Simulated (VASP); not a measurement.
# TaN (P-62m) in VASP: notebook, part 3 of 3

VASP 6.6.1. The steps go on from the part before.

## Step 4: Relaxation of cell and atoms, PBEsol

This run uses another cell than the first one: it holds 12 atoms, not 6.

The input, INCAR:

```
SYSTEM = TaN
  PREC = Accurate
  ENCUT = 600
  EDIFF = 1E-7
  ISMEAR = 0
  SIGMA = 0.1
  LREAL = .False.
  LASPH = .True.
  NELM = 100
  ALGO = Normal
  ISIF = 3
  LWAVE = .False.
  LCHARG = .False.
  GGA = PS
  IBRION = 2
  NSW = 80
  EDIFFG = -0.015
```

The input, KPOINTS:

```
regular mesh
0
Gamma
  6 6 6
  0 0 0
```

The input, POSCAR:

```
TaN
1.0
    2.5894604360     -4.4850770395      0.0000000000
   -5.1789208721      0.0000000000      0.0000000000
    0.0000000000      0.0000000000     -5.7919945411
Ta N
6 6
Direct
    0.3333333333      0.6666666667      0.2500000000
    0.3333333333      0.6666666667      0.7500000000
    0.6666666667      0.3333333333      0.2500000000
    0.6666666667      0.3333333333      0.7500000000
    1.0000000000      1.0000000000      0.5000000000
    1.0000000000      1.0000000000      0.0000000000
    1.0000000000      0.6066290585      0.5000000000
    1.0000000000      0.6066290585      0.0000000000
    0.3933709415      0.3933709415      0.5000000000
    0.3933709415      0.3933709415      0.0000000000
    0.6066290585      1.0000000000      0.5000000000
    0.6066290585      1.0000000000      0.0000000000
```

Potentials or basis: VASP PAW PBE potentials, release 64 (Ta_pv, N).

Run with:

```sh
> cat potpaw_PBE.64/Ta_pv/POTCAR potpaw_PBE.64/N/POTCAR > POTCAR
> mpirun -np 1 vasp_std > vasp.out
```

OUTCAR:

```text
SYSTEM = TaN
   PREC = Accurate
   ENCUT = 600
   EDIFF = 1E-7
   ISMEAR = 0
   LREAL = .False.
   LASPH = .True.
   NELM = 100
   ISIF = 3
   GGA = PS
   IBRION = 2
   NSW = 80
   EDIFFG = -0.015

 ion  position               nearest neighbor table
   1  0.333  0.667  0.250-   7 2.15   8 2.15  11 2.15  12 2.15   9 2.15  10 2.15   2 2.90   2 2.90
                             3 2.99   3 2.99   3 2.99   5 3.32   6 3.32   6 3.32   5 3.32   6 3.32
   2  0.333  0.667  0.750-   7 2.15   8 2.15  11 2.15  12 2.15   9 2.15  10 2.15   1 2.90   1 2.90
                             4 2.99   4 2.99   4 2.99   5 3.32   6 3.32   6 3.32   5 3.32   6 3.32
   3  0.667  0.333  0.250-  11 2.15  12 2.15   7 2.15   8 2.15   9 2.15  10 2.15   4 2.90   4 2.90
                             1 2.99   1 2.99   1 2.99   5 3.32   6 3.32   5 3.32   6 3.32   5 3.32
   4  0.667  0.333  0.750-  11 2.15  12 2.15   7 2.15   8 2.15   9 2.15  10 2.15   3 2.90   3 2.90
                             2 2.99   2 2.99   2 2.99   5 3.32   6 3.32   5 3.32   6 3.32   5 3.32
   5  0.000  0.000  0.500-   7 2.04  11 2.04   9 2.04   6 2.90   6 2.90   2 3.32   3 3.32   4 3.32
                             1 3.32   2 3.32   1 3.32   3 3.32   4 3.32   4 3.32   3 3.32   1 3.32
   6  0.000  0.000  0.000-   8 2.04  12 2.04  10 2.04   5 2.90   5 2.90   2 3.32   3 3.32   4 3.32
                             1 3.32   2 3.32   1 3.32   3 3.32   4 3.32   4 3.32   3 3.32   1 3.32
   7  0.000  0.607  0.500-   5 2.04   2 2.15   1 2.15   4 2.15   3 2.15
   8  0.000  0.607  0.000-   6 2.04   2 2.15   1 2.15   4 2.15   3 2.15
   9  0.393  0.393  0.500-   5 2.04   2 2.15   1 2.15   4 2.15   3 2.15
  10  0.393  0.393  0.000-   6 2.04   2 2.15   1 2.15   4 2.15   3 2.15
  11  0.607  0.000  0.500-   5 2.04   4 2.15   3 2.15   2 2.15   1 2.15
[... 8 lines left out ...]
 A1 = (   2.5894604360,  -4.4850770395,   0.0000000000)
 A2 = (  -5.1789208721,   0.0000000000,   0.0000000000)
[... 344 lines left out ...]
--------------------------------------- Ionic step        4  -------------------------------------------

 number of electron      96.0000003 magnetization

 Free energy of the ion-electron system (eV)
  ---------------------------------------------------
  ext. energy  EPLUGINS =         0.00000000
  ---------------------------------------------------
  free energy    TOTEN  =      -142.91498359 eV

  energy without entropy =     -142.91086046  energy(sigma->0) =     -142.91292203

 E-fermi :   8.2693     XC(G=0): -13.2119

 val. band max:        8.1200001750   @ k =   0.1667   0.0000   0.1667
 cond. band min:       8.2744628417   @ k =   0.1667   0.0000   0.3333
 fundamental gap:      0.1544626668
 Fermi energy:         8.2693209014

 k-point     1 :       0.0000    0.0000    0.0000
  band No.  band energies     occupation
      1     -28.2458      2.00000
      2     -28.0460      2.00000
      3     -27.8962      2.00000
      4     -27.8962      2.00000
      5     -27.7375      2.00000
      6     -27.7375      2.00000
[... 1429 lines left out ...]
     56      10.6123      0.00000
     57      10.9667      0.00000

 [... further k-points ...]

------------------------ aborting loop because EDIFF is reached ----------------------------------------

  FORCE on cell =-STRESS in cart. coord.  units (eV):
  Direction    XX          YY          ZZ          XY          YZ          ZX
  --------------------------------------------------------------------------------------
  -------------------------------------------------------------------------------------
  Total       -0.0230463     -0.0230463      0.1285420     -0.0000000      0.0000000      0.0000000
  in kB       -0.2738418     -0.2738418      1.5273649     -0.0000000      0.0000000      0.0000000
  external PRESSURE =       0.3265604 kB  Pullay stress =       0.0000000 kB
[... 27 lines left out ...]
  FREE ENERGIE OF THE ION-ELECTRON SYSTEM (eV)
  ---------------------------------------------------
  free  energy   TOTEN  =      -142.9149835924 eV

  energy  without entropy=     -142.9108604610  energy(sigma->0) =     -142.91292203

 reached required accuracy - stopping structural energy minimisation
```

OSZICAR:

```text
N       E                     dE             d eps       ncg     rms          rms(c)
DAV:   1     0.105904738744E+04    0.10590E+04   -0.57222E+04  3192   0.198E+03
DAV:   2    -0.698095975731E+02   -0.11289E+04   -0.10945E+04  3536   0.566E+02
[... 38 lines left out ...]
   3 F= -.14291493E+03 E0= -.14291288E+03  d E =-.866764E-03
       N       E                     dE             d eps       ncg     rms          rms(c)
DAV:   1    -0.142915263883E+03   -0.33680E-03   -0.20194E-02  3303   0.726E-01    0.102E-01
DAV:   2    -0.142915066066E+03    0.19782E-03   -0.40279E-04  3831   0.101E-01    0.558E-02
DAV:   3    -0.142914983326E+03    0.82740E-04   -0.21364E-04  3826   0.619E-02    0.197E-02
DAV:   4    -0.142914983650E+03   -0.32363E-06   -0.14364E-05  3667   0.183E-02    0.189E-02
DAV:   5    -0.142914983592E+03    0.57729E-07   -0.54254E-07  3326   0.279E-03
   4 F= -.14291498E+03 E0= -.14291292E+03  d E =-.565498E-04
```

CONTCAR:

```text
TaN
   1.00000000000000
     2.5927610100021483   -4.4907938013663200   -0.0000000000000000
    -5.1855220201045507   -0.0000000000000736    0.0000000000000000
     0.0000000000000000    0.0000000000000000   -5.7902495912861296
  Ta              N
     6     6
Direct
     0.3333333332999970    0.6666666667000030    0.2500000000000000
     0.3333333332999970    0.6666666667000030    0.7500000000000000
     0.6666666667000030    0.3333333332999970    0.2500000000000000
     0.6666666667000030    0.3333333332999970    0.7500000000000000
     1.0000000000000000    0.0000000000000000    0.5000000000000000
     1.0000000000000000    0.0000000000000000    1.0000000000000000
     0.0000000000000000    0.6066632840109842    0.5000000000000000
     0.0000000000000000    0.6066632840109842    1.0000000000000000
     0.3933367159890157    0.3933367159890157    0.5000000000000000
     0.3933367159890157    0.3933367159890157    0.0000000000000000
     0.6066632840109842    0.0000000000000000    0.5000000000000000
     0.6066632840109842    0.0000000000000000    0.0000000000000000

  0.00000000E+00  0.00000000E+00  0.00000000E+00
  0.00000000E+00  0.00000000E+00  0.00000000E+00
  0.00000000E+00  0.00000000E+00  0.00000000E+00
  0.00000000E+00  0.00000000E+00  0.00000000E+00
  0.00000000E+00  0.00000000E+00  0.00000000E+00
  0.00000000E+00  0.00000000E+00  0.00000000E+00
  0.00000000E+00  0.00000000E+00  0.00000000E+00
  0.00000000E+00  0.00000000E+00  0.00000000E+00
  0.00000000E+00  0.00000000E+00  0.00000000E+00
  0.00000000E+00  0.00000000E+00  0.00000000E+00
  0.00000000E+00  0.00000000E+00  0.00000000E+00
  0.00000000E+00  0.00000000E+00  0.00000000E+00
```

It took 16 min on 1 thread of Oxide Virtual Turin-like, shared host; peak memory 0.38 GiB.

What came out:

| Quantity | Value |
| --- | --- |
| Free energy | -142.9150 eV |
| Relaxed volume | 11.24 Å³/atom |
| Relaxed cell | a = 5.186 Å, b = 5.186 Å, c = 5.790 Å, α = 90.00°, β = 90.00°, γ = 120.00° |
| Space group after relaxing (to 0.05 Å) | P-62m (No. 189) |
| Energy gained by relaxing | 0.1 meV/atom |
| Ionic steps | 4 |
| Pressure after relaxing | 0.0 GPa |
| Largest force after relaxing | 0.007 eV/Å |
| Band gap on the k mesh | zero (band 48 reaches 8.36 eV, above the bottom of band 49 at 8.27 eV) |

Forces on the atoms (eV/Å):
```
Ta   0.000  0.000  0.000
Ta   0.000  0.000  0.000
Ta   0.000  0.000  0.000
Ta   0.000  0.000  0.000
Ta   0.000  0.000  0.000
Ta   0.000  0.000  0.000
N   -0.007  0.000  0.000
N   -0.007  0.000  0.000
N    0.003  0.006  0.000
N    0.003  0.006  0.000
N    0.003 -0.006  0.000
N    0.003 -0.006  0.000
```

Step by step:
```tsv
step	energy change (eV)	largest force (eV/Å)	pressure (GPa)	volume (Å³)
1	0.0000	0.0083	0.76	134.54
2	0.0033	0.0419	-1.80	135.57
3	-0.0009	0.0077	-0.05	134.86
4	-0.0009	0.0067	0.03	134.84
```

Final structure:
```
CELL_PARAMETERS angstrom
2.59276 -4.49079 0.00000
-5.18552 0.00000 0.00000
0.00000 0.00000 -5.79025
ATOMIC_POSITIONS crystal
Ta 0.33333 0.66667 0.25000
Ta 0.33333 0.66667 0.75000
Ta 0.66667 0.33333 0.25000
Ta 0.66667 0.33333 0.75000
Ta 0.00000 0.00000 0.50000
Ta 0.00000 0.00000 0.00000
N 0.00000 0.60666 0.50000
N 0.00000 0.60666 0.00000
N 0.39334 0.39334 0.50000
N 0.39334 0.39334 0.00000
N 0.60666 0.00000 0.50000
N 0.60666 0.00000 0.00000
```

Levels at points of the mesh, in eV from the Fermi level:
| k point | band 46 | band 47 | band 48 | band 49 | band 50 | band 51 |
| --- | --- | --- | --- | --- | --- | --- |
| (0.00, 0.00, 0.00) | -1.96 | -0.93 | -0.93 | 0.61 | 0.61 | 1.82 |
| (0.50, 0.00, 0.00) | -2.66 | -1.96 | -0.97 | 0.51 | 1.25 | 1.38 |
| (0.00, 0.00, 0.50) | -1.99 | -1.15 | -1.15 | 0.41 | 0.41 | 1.44 |
| (0.50, 0.00, 0.50) | -2.01 | -0.99 | -0.99 | 0.28 | 0.28 | 0.99 |

Caveat: the PAW data sets were made with another functional, which shifts forces and pressure a little; spin-orbit coupling is left out, which moves the levels of the heavy elements.
